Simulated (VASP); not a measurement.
# As in VASP: notebook

As is run at these levels: PBE; tasks: single point.

All numbers are computed with VASP 6.6.1; they aren't measurements. Logs are shortened: lines on timing, memory, paths and dates and some standing lists are left out, and cuts for length are marked.

**1. The cell of the first run**

The cell holds a sheet with vacuum, 4 atoms: a = 4.470 Å, b = 3.650 Å, c = 18.420 Å, α = 90.00°, β = 90.00°, γ = 90.00°.

**2. Single point, PBE**

INCAR

```
SYSTEM = As
GGA = PE ; LDIPOL = .True.
IDIPOL = 3 ; DIPOL = 0.5 0.5 0.500
ISMEAR = 0 ; SIGMA = 0.03
LWAVE = .False. ; LCHARG = .False.
ISIF = 0 ; PREC = Accurate
LASPH = .True. ; LREAL = .False.
ALGO = Normal ; EDIFF = 1E-6
NELM = 120 ; GGA_COMPAT = .False.
ENCUT = 270 ; EFERMI = MIDGAP
NELMDL = -8
```

KPOINTS

```
Automatic mesh
0
Gamma
  5 6 1
  0 0 0
```

POSCAR

```
As
1.0
    4.4700000000      0.0000000000      0.0000000000
    0.0000000000     -3.6500000000      0.0000000000
    0.0000000000      0.0000000000    -18.4200000000
As
4
Direct
    0.0000000000      0.0000000000      0.4343105320
    0.1200000000      0.0000000000      0.5656894680
    0.5000000000      0.5000000000      0.5656894680
    0.6200000000      0.5000000000      0.4343105320
```

Potentials or basis: VASP PAW PBE potentials, release 64 (As).

Started as:

```sh
cat potpaw_PBE.64/As/POTCAR > POTCAR
mpirun -np 1 vasp_std > vasp.out
```

OUTCAR:

```text
SYSTEM = As
   GGA = PE
   ISMEAR = 0
   ISIF = 0
   PREC = Accurate
   LASPH = .True.
   LREAL = .False.
   EDIFF = 1E-6
   NELM = 120
   ENCUT = 270
   EFERMI = MIDGAP
   NELMDL = -8

 Found     12 irreducible k-points:

 Following reciprocal coordinates:
            Coordinates               Weight
  0.000000  0.000000  0.000000      1.000000
  0.200000  0.000000  0.000000      2.000000
  0.400000  0.000000  0.000000      2.000000
  0.000000  0.166667  0.000000      2.000000
  0.200000  0.166667  0.000000      4.000000
  0.400000  0.166667  0.000000      4.000000
   k-points           NKPTS =     12   k-points in BZ     NKDIM =     12   number of bands    NBANDS=     14
   number of dos      NEDOS =    301   number of ions     NIONS =      4
   total plane-waves  NPLWV =  48000
   dimension x,y,z NGX =    24 NGY =   20 NGZ =  100
   dimension x,y,z NGXF=    48 NGYF=   40 NGZF=  200
   ions per type =               4
   NGX,Y,Z   is equivalent  to a cutoff of   8.93,  9.11,  9.03 a.u.
   NGXF,Y,Z  is equivalent  to a cutoff of  17.85, 18.22, 18.05 a.u.
 SYSTEM =  As
   PREC   = accura    normal or accurate (medium, high low for compatibility)
   ISTART =      0    job   : 0-new  1-cont  2-samecut
   ICHARG =      2    charge: 1-file 2-atom 10-const
   ISPIN  =      1    spin polarized calculation?
   LNONCOLLINEAR =      F non collinear calculations
   LSORBIT =      F    spin-orbit coupling
   LASPH  =      T    aspherical Exc in radial PAW
   ENCUT  =  270.0 eV  19.84 Ry    4.45 a.u.   5.99  4.89 24.68*2*pi/ulx,y,z
   NELM   =    120;   NELMIN=  2; NELMDL= -8     # of ELM steps
   EDIFF  = 0.1E-05   stopping-criterion for ELM
   LREAL  =      F    real-space projection
   EDIFFG = 0.1E-04   stopping-criterion for IOM
   NSW    =      0    number of steps for IOM
   IBRION =     -1    ionic relax: 0-MD 1-quasi-New 2-CG
   NFREE  =      0    steps in history (QN), initial steepest desc. (CG)
   ISIF   =      0    stress and relaxation
   ISYM   =      2    0-nonsym 1-usesym 2-fastsym
   POTIM  = 0.5000    time-step for ionic-motion
   TEBEG  =    0.0;   TEEND  =   0.0 temperature during run

   SCALEE = 1.0000    scale energy and forces
   PSTRESS=    0.0 pullay stress
   NELECT =      20.0000    total number of electrons
   NUPDOWN=      -1.0000    fix difference up-down
   EMIN   =  10.00;   EMAX   =-10.00  energy-range for DOS
   EFERMI =   0.00;   METHOD = MIDGAP
   ISMEAR =     0;   SIGMA  =   0.03  broadening in eV -4-tet -1-fermi 0-gaus
   EFERMI_NEDOS =   21; number of points for ismear=-14 and -15
   IALGO  =     38    algorithm
   IMIX   =      4    mixing-type and parameters
     AMIX     =   0.40;   BMIX     =  1.00
     AMIX_MAG =   1.60;   BMIX_MAG =  1.00
  volume/ion in A,a.u.               =      75.13       507.02
  Fermi-wavevector in a.u.,A,eV,Ry     =   0.663419  1.253681  5.988268  0.440125
  Thomas-Fermi vector in A             =   1.736793
   LORBIT       =      0    0 simple, 1 ext, 2 COOP (PROOUT), +10 PAW based schemes
   GGA     = PE    functional components
   LHFCALC =     F    Hartree Fock is set to
   AEXX    =    0.0000 exact exchange contribution
   IVDW    =     0    specifies the selected vdW correction
   LEPSILON=     F    determine dielectric tensor
   LRPA    =     F    only Hartree local field effects (RPA)

   CSHIFT  =0.1000    complex shift for real part using Kramers Kronig

   OMEGAMAX=  -1.0    maximum frequency
 non-spin polarized calculation
 Gauss-broadening in eV      SIGMA  =   0.03
  energy-cutoff  :      270.00
  volume of cell :      300.53
 maximum number of plane-waves:      3062
 NGX is ok and might be reduce to    24
   NGX = 11   NGY =  9   NGZ = 49

 number of electron      20.0000002 magnetization

 DIPCOR: dipole corrections for dipol
 direction  3 min pos     1,
 dipolmoment           0.000000      0.000000     -0.000000 electrons x Angstroem
 Tr[quadrupol]       -69.457566

 energy correction for charged system         0.000000 eV

 dipol+quadrupol energy correction           -0.000000 eV

 added-field ion interaction          0.000000 eV  (added to PSCEN)

 Free energy of the ion-electron system (eV)
  ---------------------------------------------------
  ext. energy  EPLUGINS =         0.00000000
  ---------------------------------------------------
  free energy    TOTEN  =       -18.43717122 eV

  energy without entropy =      -18.43717120  energy(sigma->0) =      -18.43717121

 E-fermi :  -1.3180     XC(G=0):  -3.5134

 val. band max:       -1.4204272085   @ k =   0.4000   0.0000   0.0000
 cond. band min:      -1.2184820814   @ k =   0.0000   0.0000   0.0000
 fundamental gap:      0.2019451271
 Fermi energy:        -1.3179695186

 k-point     1 :       0.0000    0.0000    0.0000
  band No.  band energies     occupation
      1     -16.0317      2.00000
      2     -13.8096      2.00000
      3     -10.7355      2.00000
      4      -7.6653      2.00000
      5      -6.5624      2.00000
      6      -5.7606      2.00000
      7      -4.6265      2.00000
      8      -3.6728      2.00000
      9      -2.9752      2.00000
     10      -1.7429      2.00000
     11      -1.2185      0.00000
     12       0.4660      0.00000
     13       1.1255      0.00000
     14       1.7993      0.00000

 k-point     2 :       0.2000    0.0000    0.0000
  band No.  band energies     occupation
      1     -15.8087      2.00000
      2     -13.8711      2.00000
      3     -11.1138      2.00000
      4      -8.7574      2.00000
      5      -6.0164      2.00000
      6      -4.9039      2.00000
      7      -4.4015      2.00000
      8      -2.9489      2.00000
      9      -2.7037      2.00000
     10      -2.6734      2.00000
     11      -0.6021      0.00000
     12       0.4143      0.00000
     13       0.7477      0.00000
     14       1.1934      0.00000

 k-point     3 :       0.4000    0.0000    0.0000
  band No.  band energies     occupation
      1     -15.1845      2.00000
      2     -14.3656      2.00000
      3     -11.1334      2.00000
      4     -10.2042      2.00000
      5      -5.1717      2.00000
      6      -4.0463      2.00000
      7      -3.8034      2.00000
      8      -3.1581      2.00000
      9      -3.1258      2.00000
     10      -1.4204      2.00000
     11      -0.7667      0.00000
     12       0.1579      0.00000
     13       0.7352      0.00000
     14       0.7784      0.00000

 k-point     4 :       0.0000    0.1667    0.0000
  band No.  band energies     occupation
      1     -15.7603      2.00000
      2     -13.5245      2.00000
      3     -11.1216      2.00000
      4      -8.1974      2.00000
      5      -6.3175      2.00000
      6      -5.4957      2.00000
      7      -5.2616      2.00000
      8      -3.5902      2.00000
      9      -3.4736      2.00000
     10      -2.0024      2.00000
     11      -0.9467      0.00000
     12       0.4705      0.00000
     13       1.5628      0.00000
     14       2.0407      0.00000

 k-point     5 :       0.2000    0.1667    0.0000
  band No.  band energies     occupation
      1     -15.5420      2.00000
      2     -13.6051      2.00000
      3     -11.2889      2.00000
      4      -8.9176      2.00000
      5      -6.0564      2.00000
      6      -5.9231      2.00000
      7      -4.3062      2.00000
      8      -3.8148      2.00000
      9      -2.6634      2.00000
     10      -2.6279      2.00000
     11      -0.4153      0.00000
     12       0.0855      0.00000
     13       0.8727      0.00000
     14       2.2276      0.00000

 k-point     6 :       0.4000    0.1667    0.0000
  band No.  band energies     occupation
      1     -14.9319      2.00000
      2     -14.1262      2.00000
      3     -11.0968      2.00000
      4     -10.1647      2.00000
      5      -5.7487      2.00000
      6      -5.1695      2.00000
      7      -4.8415      2.00000
      8      -3.9670      2.00000
      9      -2.5996      2.00000
     10      -2.3854      2.00000
     11       0.0793      0.00000
     12       0.5998      0.00000
     13       1.2820      0.00000
     14       1.4709      0.00000

 [... further k-points ...]

------------------------ aborting loop because EDIFF is reached ----------------------------------------

 vacuum level on the upper side and lower side of the slab       (xc-potential included)        -0.085        -0.085

 VOLUME and BASIS-vectors are now :
 -----------------------------------------------------------------------------
  energy-cutoff  :      270.00
  volume of cell :      300.53
      direct lattice vectors                 reciprocal lattice vectors
     4.470000000  0.000000000  0.000000000     0.223713647  0.000000000  0.000000000
     0.000000000 -3.650000000  0.000000000     0.000000000 -0.273972603  0.000000000
     0.000000000  0.000000000-18.420000000     0.000000000  0.000000000 -0.054288817

 POSITION                                       TOTAL-FORCE (eV/Angst)
 -----------------------------------------------------------------------------------
      0.00000      0.00000     -8.00000        -0.004128      0.000000     -0.003216
      0.53640      0.00000    -10.42000         0.004128     -0.000000      0.003216
      2.23500     -1.82500    -10.42000        -0.004128     -0.000000      0.003216
      2.77140     -1.82500     -8.00000         0.004128      0.000000     -0.003216
 -----------------------------------------------------------------------------------
    total drift:                               -0.000003      0.000000     -0.000003

  FREE ENERGIE OF THE ION-ELECTRON SYSTEM (eV)
  ---------------------------------------------------
  free  energy   TOTEN  =       -18.4371712183 eV

  energy  without entropy=      -18.4371711991  energy(sigma->0) =      -18.43717121

 vacuum level on the upper side and lower side of the slab         2.616         2.616
```

Wall time 57 s (1 thread of AMD EPYC 7R43 (Zen 3), shared host); peak memory 0.16 GiB.

What came out:

```yaml
Free_energy: -18.4372 eV
Largest_force: 0.005 eV/Å
```

Forces in eV/Å, atoms in the order of the input:
```
As  -0.004  0.000 -0.003
As   0.004  0.000  0.003
As  -0.004  0.000  0.003
As   0.004  0.000 -0.003
```

Levels at points of the mesh, in eV from the Fermi level:
```tsv
k point	band 8	band 9	band 10	band 11	band 12	band 13
(0.00, 0.00, 0.00)	-2.35	-1.66	-0.42	0.10	1.78	2.44
(0.00, 0.50, 0.00)	-2.63	-2.31	-2.31	0.74	0.74	1.06
```

**3. Single point, PBE**

Edit INCAR of step 2 so:

```diff
@@ -9,3 +9,3 @@
 NELM = 120 ; GGA_COMPAT = .False.
-ENCUT = 270 ; EFERMI = MIDGAP
+ENCUT = 550 ; EFERMI = MIDGAP
 NELMDL = -8
```

KPOINTS

```
Automatic mesh
0
Gamma
  10 12 1
  0 0 0
```

POSCAR is that of step 2.

Potentials or basis: VASP PAW PBE potentials, release 64 (As).

Started as:

```sh
cat potpaw_PBE.64/As/POTCAR > POTCAR
mpirun -np 1 vasp_std > vasp.out
```

It took 7.9 min on 1 thread of AMD EPYC 7R43 (Zen 3), shared host; peak memory 0.43 GiB.

The run converged. Its results:

```yaml
Free_energy: -18.4578 eV
Largest_force: 0.048 eV/Å
```

Forces in eV/Å, atoms in the order of the input:
```
As   0.013  0.000  0.046
As  -0.013  0.000 -0.046
As   0.013  0.000 -0.046
As  -0.013  0.000  0.046
```

Levels at points of the mesh, in eV from the Fermi level:
| k point | band 8 | band 9 | band 10 | band 11 | band 12 | band 13 |
| --- | --- | --- | --- | --- | --- | --- |
| (0.00, 0.00, 0.00) | -2.35 | -1.66 | -0.43 | 0.10 | 1.78 | 2.44 |
| (0.50, 0.00, 0.00) | -2.14 | -0.92 | -0.92 | 1.21 | 1.21 | 2.27 |
| (0.00, 0.50, 0.00) | -2.63 | -2.31 | -2.31 | 0.74 | 0.74 | 1.06 |
| (0.50, 0.50, 0.00) | -4.54 | -2.08 | -2.08 | 2.21 | 2.21 | 4.51 |
